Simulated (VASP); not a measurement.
# SiC (P6_3mc) in VASP: notebook, part 2 of 2

VASP 6.6.1.

### Step 3. Single point, r2SCAN

This run uses another cell than the first one, of 10.34 Å³/atom, 0.984 times its volume.

The input, POSCAR:

```
SiC
1.0
    3.0753562471      0.0000000000      0.0000000000
   -1.5376781236      2.6633366356      0.0000000000
    0.0000000000      0.0000000000      5.0481080958
Si C
2 2
Direct
    0.3333333333      0.6666666667     -0.0004084052
    0.6666666667      0.3333333333      0.4995915948
    0.3333333333      0.6666666667      0.3754084052
    0.6666666667      0.3333333333      0.8754084052
```

The input, INCAR.step1:

```
PREC = Accurate
ENCUT = 520
ISMEAR = -1
SIGMA = 0.02
LREAL = F
LASPH = T
NELM = 60
NBANDS = 16
GGA = PE
ALGO = Normal
EDIFF = 1E-4
LWAVE = T
LCHARG = F
```

The input, INCAR.step2:

```
PREC = Accurate
ENCUT = 520
EDIFF = 1E-7
ISMEAR = -1
SIGMA = 0.02
LREAL = F
LASPH = T
NELM = 60
ALGO = Normal
ISIF = 2
LWAVE = F
LCHARG = T
METAGGA = R2SCAN
LMIXTAU = T
LELF = T
LVHAR = T
NBANDS = 16
ISTART = 1
```

The input, KPOINTS:

```
Automatic mesh
0
Gamma
  12 12 4
```

Potentials or basis: VASP PAW PBE potentials, release 64 (Si, C).

Started as:

```bash
$ cat potpaw_PBE.64/Si/POTCAR potpaw_PBE.64/C/POTCAR > POTCAR
$ cp INCAR.step1 INCAR
$ mpirun -np 1 vasp_std > vasp.out
$ cp INCAR.step2 INCAR
$ mpirun -np 1 vasp_std > vasp.out
```

OUTCAR:

```text
PREC = Accurate
   ENCUT = 520
   EDIFF = 1E-7
   ISMEAR = -1
   LREAL = F
   LASPH = T
   NELM = 60
   ISIF = 2
   METAGGA = R2SCAN
   ISTART = 1

 ion  position               nearest neighbor table
   1  0.333  0.667  1.000-   4 1.88   4 1.88   4 1.88   3 1.90   2 3.09   2 3.09   2 3.09   2 3.09
                             2 3.09   2 3.09
   2  0.667  0.333  0.500-   3 1.88   3 1.88   3 1.88   4 1.90   1 3.09   1 3.09   1 3.09   1 3.09
                             1 3.09   1 3.09
   3  0.333  0.667  0.375-   2 1.88   2 1.88   2 1.88   1 1.90
   4  0.667  0.333  0.875-   1 1.88   1 1.88   1 1.88   2 1.90

  LATTYP: Found a hexagonal cell.
 ALAT       =     3.0753562471
 C/A-ratio  =     1.6414710005

  Lattice vectors:

 A1 = (   3.0753562471,   0.0000000000,   0.0000000000)
 A2 = (  -1.5376781236,   2.6633366356,   0.0000000000)
 A3 = (   0.0000000000,   0.0000000000,   5.0481080958)

Analysis of symmetry for initial positions (statically):
=====================================================================
 Subroutine PRICEL returns:
 Original cell was already a primitive cell.

 Routine SETGRP: Setting up the symmetry group for a
 hexagonal supercell.

 Subroutine GETGRP returns: Found 12 space group operations
 (whereof  6 operations were pure point group operations)
 out of a pool of 24 trial point group operations.

The static configuration has the point symmetry C_3v.
 The point group associated with its full space group is C_6v.

Analysis of symmetry for dynamics (positions and initial velocities):
=====================================================================
 Subroutine PRICEL returns:
 Original cell was already a primitive cell.

 Routine SETGRP: Setting up the symmetry group for a
 hexagonal supercell.

 Subroutine GETGRP returns: Found 12 space group operations
 (whereof  6 operations were pure point group operations)
 out of a pool of 24 trial point group operations.

The dynamic configuration has the point symmetry C_3v.
 The point group associated with its full space group is C_6v.

 Subroutine INISYM returns: Found 12 space group operations
 (whereof  6 operations are pure point group operations),
 and found     1 'primitive' translations

----------------------------------------------------------------------------------------

                                     Primitive cell

  volume of cell :      41.3476

  direct lattice vectors                    reciprocal lattice vectors
     3.075356247  0.000000000  0.000000000     0.325165581  0.187734436  0.000000000
    -1.537678124  2.663336636  0.000000000     0.000000000  0.375468871  0.000000000
     0.000000000  0.000000000  5.048108096     0.000000000  0.000000000  0.198094015

  length of vectors
     3.075356247  3.075356247  5.048108096     0.375468871  0.375468871  0.198094015

  position of ions in fractional coordinates (direct lattice)
     0.333333333  0.666666667  0.999591595
     0.666666667  0.333333333  0.499591595
     0.333333333  0.666666667  0.375408405
     0.666666667  0.333333333  0.875408405

  ion indices of the primitive-cell ions
   primitive index   ion index
                 1           1
                 2           2
                 3           3
                 4           4

----------------------------------------------------------------------------------------

 KPOINTS: Automatic mesh

Automatic generation of k-mesh.
 Grid dimensions read from file:
 generate k-points for:   12   12    4

 Generating k-lattice:

  Cartesian coordinates                     Fractional coordinates (reciprocal lattice)
     0.027097132  0.015644536  0.000000000     0.083333333  0.000000000  0.000000000
     0.000000000  0.031289073  0.000000000     0.000000000  0.083333333  0.000000000
     0.000000000  0.000000000  0.049523504     0.000000000  0.000000000  0.250000000

  Length of vectors
     0.031289073  0.031289073  0.049523504

  Shift w.r.t. Gamma in fractional coordinates (k-lattice)
     0.000000000  0.000000000  0.000000000

 Subroutine IBZKPT returns following result:
 ===========================================

 Found     57 irreducible k-points:

 Following reciprocal coordinates:
            Coordinates               Weight
  0.000000  0.000000  0.000000      1.000000
  0.083333 -0.000000  0.000000      6.000000
  0.166667 -0.000000  0.000000      6.000000
  0.250000  0.000000  0.000000      6.000000
  0.333333 -0.000000  0.000000      6.000000
  0.416667  0.000000  0.000000      6.000000
[... 16 lines left out ...]
  0.250000  0.000000  0.250000     12.000000
  0.333333 -0.000000  0.250000     12.000000
 [... further k-points ...]
   k-points           NKPTS =     57   k-points in BZ     NKDIM =     57   number of bands    NBANDS=     16
   number of dos      NEDOS =    301   number of ions     NIONS =      4
   total plane-waves  NPLWV =  23040
   dimension x,y,z NGX =    24 NGY =   24 NGZ =   40
   dimension x,y,z NGXF=    48 NGYF=   48 NGZF=   80
   ions per type =               2   2
   NGX,Y,Z   is equivalent  to a cutoff of  12.97, 12.97, 13.17 a.u.
   NGXF,Y,Z  is equivalent  to a cutoff of  25.95, 25.95, 26.35 a.u.
 SYSTEM =  unknown system
   PREC   = accura    normal or accurate (medium, high low for compatibility)
   ISTART =      1    job   : 0-new  1-cont  2-samecut
   ICHARG =      0    charge: 1-file 2-atom 10-const
   ISPIN  =      1    spin polarized calculation?
   LNONCOLLINEAR =      F non collinear calculations
   LSORBIT =      F    spin-orbit coupling
   LASPH  =      T    aspherical Exc in radial PAW
   ENCUT  =  520.0 eV  38.22 Ry    6.18 a.u.   5.72  5.72  9.39*2*pi/ulx,y,z
   NELM   =     60;   NELMIN=  2; NELMDL=  0     # of ELM steps
   EDIFF  = 0.1E-06   stopping-criterion for ELM
   LREAL  =      F    real-space projection
   EDIFFG = 0.1E-05   stopping-criterion for IOM
   NSW    =      0    number of steps for IOM
   IBRION =     -1    ionic relax: 0-MD 1-quasi-New 2-CG
   NFREE  =      0    steps in history (QN), initial steepest desc. (CG)
   ISIF   =      2    stress and relaxation
   ISYM   =      2    0-nonsym 1-usesym 2-fastsym
   POTIM  = 0.5000    time-step for ionic-motion
   TEBEG  =    0.0;   TEEND  =   0.0 temperature during run
   PSTRESS=    0.0 pullay stress
   NELECT =      16.0000    total number of electrons
   NUPDOWN=      -1.0000    fix difference up-down
   EMIN   =  10.00;   EMAX   =-10.00  energy-range for DOS
   EFERMI =   0.00;   METHOD = LEGACY
   ISMEAR =    -1;   SIGMA  =   0.02  broadening in eV -4-tet -1-fermi 0-gaus
   EFERMI_NEDOS =   21; number of points for ismear=-14 and -15
   IALGO  =     38    algorithm
   IMIX   =      4    mixing-type and parameters
     AMIX     =   0.40;   BMIX     =  1.00
     AMIX_MAG =   1.60;   BMIX_MAG =  1.00
  volume/ion in A,a.u.               =      10.34        69.76
  Fermi-wavevector in a.u.,A,eV,Ry     =   1.192975  2.254396 19.363676  1.423190
  Thomas-Fermi vector in A             =   2.329001
   LORBIT       =      0    0 simple, 1 ext, 2 COOP (PROOUT), +10 PAW based schemes
   METAGGA = R2SCAN    functional components
   LHFCALC =     F    Hartree Fock is set to
   AEXX    =    0.0000 exact exchange contribution
   IVDW    =     0    specifies the selected vdW correction
   LEPSILON=     F    determine dielectric tensor
   LRPA    =     F    only Hartree local field effects (RPA)
 non-spin polarized calculation
  energy-cutoff  :      520.00
  volume of cell :       41.35
 maximum number of plane-waves:      1126
 NGX is ok and might be reduce to    24
   NGX = 11   NGY = 11   NGZ = 19

 number of electron      16.0000000 magnetization

 Free energy of the ion-electron system (eV)
  ---------------------------------------------------
  ext. energy  EPLUGINS =         0.00000000
  ---------------------------------------------------
  free energy    TOTEN  =       -38.63835149 eV

  energy without entropy =      -38.63835149  energy(sigma->0) =      -38.63835149

 E-fermi :   8.5546     XC(G=0): -11.9292

 val. band max:        8.1453456344   @ k =   0.0000   0.0000   0.0000
 cond. band min:      10.8047302293   @ k =   0.3333   0.3333   0.0000
 fundamental gap:      2.6593845950
 Fermi energy:         8.5545902428

 k-point     1 :       0.0000    0.0000    0.0000
  band No.  band energies     occupation
      1      -8.2093      2.00000
      2      -4.5819      2.00000
      3      -0.8463      2.00000
      4       6.7599      2.00000
      5       6.7599      2.00000
      6       8.0326      2.00000
[... 433 lines left out ...]
      3       0.6882      2.00000
      4       2.6262      2.00000
      5       3.0747      2.00000
      6       5.2927      2.00000
[... 8 lines left out ...]
     15      20.6342      0.00000
     16      20.8045      0.00000

 [... further k-points ...]
[... 5 lines left out ...]
  --------------------------------------------------------------------------------------
  -------------------------------------------------------------------------------------
  Total       -0.0488450     -0.0488450     -0.0444454      0.0000000      0.0000000      0.0000000
  in kB       -1.8926959     -1.8926959     -1.7222156      0.0000000      0.0000000      0.0000000
  external PRESSURE =      -1.8358691 kB  Pullay stress =       0.0000000 kB

 VOLUME and BASIS-vectors are now :
 -----------------------------------------------------------------------------
  energy-cutoff  :      520.00
  volume of cell :       41.35
      direct lattice vectors                 reciprocal lattice vectors
     3.075356247  0.000000000  0.000000000     0.325165581  0.187734436  0.000000000
    -1.537678124  2.663336636  0.000000000     0.000000000  0.375468871  0.000000000
     0.000000000  0.000000000  5.048108096     0.000000000  0.000000000  0.198094015

 POSITION                                       TOTAL-FORCE (eV/Angst)
 -----------------------------------------------------------------------------------
     -0.00000      1.77556      5.04605        -0.000000      0.000000      0.000144
      1.53768      0.88778      2.52199         0.000000     -0.000000      0.000144
     -0.00000      1.77556      1.89510         0.000000      0.000000     -0.000144
      1.53768      0.88778      4.41916         0.000000      0.000000     -0.000144
 -----------------------------------------------------------------------------------
    total drift:                               -0.000000     -0.000000      0.000398

  FREE ENERGIE OF THE ION-ELECTRON SYSTEM (eV)
  ---------------------------------------------------
  free  energy   TOTEN  =       -38.6383514858 eV

  energy  without entropy=      -38.6383514858  energy(sigma->0) =      -38.63835149
```

It took 3.4 min on 1 thread of Intel Xeon 8259CL, shared host; peak memory 0.18 GiB.

Results:

```yaml
Free_energy: -38.6384 eV
Pressure: -0.2 GPa
Band_gap_on_the_k_mesh: 2.66 eV, indirect (least direct gap 4.48 eV)
```

Caveat: the PAW data sets were made with another functional, which shifts forces and pressure a little. r2SCAN opens gaps a little over a GGA but as a rule still falls short of measured ones.
